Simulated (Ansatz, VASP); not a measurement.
## SiGe: VASP beside Ansatz

```
Si Ge
1.0
     3.84776    0.00000    0.00000
    -1.92388    3.33226    0.00000
     0.00000    0.00000    6.35609
Si Ge
2 2
Direct
  0.66667 0.33333 0.87455
  0.33333 0.66667 0.37455
  0.66667 0.33333 0.50045
  0.33333 0.66667 0.00045
```

Alike in both runs: task single point; functional PBEsol; k mesh 12 × 12 × 6; occupations gaussian, width 0.03 eV; no spin polarisation.

|  | VASP | Ansatz |
| --- | --- | --- |
| version | VASP 6.6.1 | Ansatz 0.2.0 |
| potentials or method | VASP PAW PBE potentials, release 64 (Si, Ge_d), cutoff 520 eV | scalar-relativistic, plane waves, PAW |
| valence electrons in the cell | 36 | 36 |

Ansatz gave:

```
gap on the k mesh at the Fermi level (eV) : 0.28
least direct gap on the mesh (eV)         : 0.52
pressure (GPa)                            : 3.6
rms of the force components (eV/Å)        : 0.011
```

Q: What did VASP give for the same quantities?

A: gap on the k mesh at the Fermi level (eV): 0.28; least direct gap on the mesh (eV): 0.52; pressure (GPa): 3.6; rms of the force components (eV/Å): 0.010.

VASP's potentials were made for PBE, not for PBEsol, and Ansatz warns of the same on its side. Atom by atom the forces differ by 0.000 eV/Å (rms over components). The functional is the same, so the differences come from potentials, cutoffs and numerics.
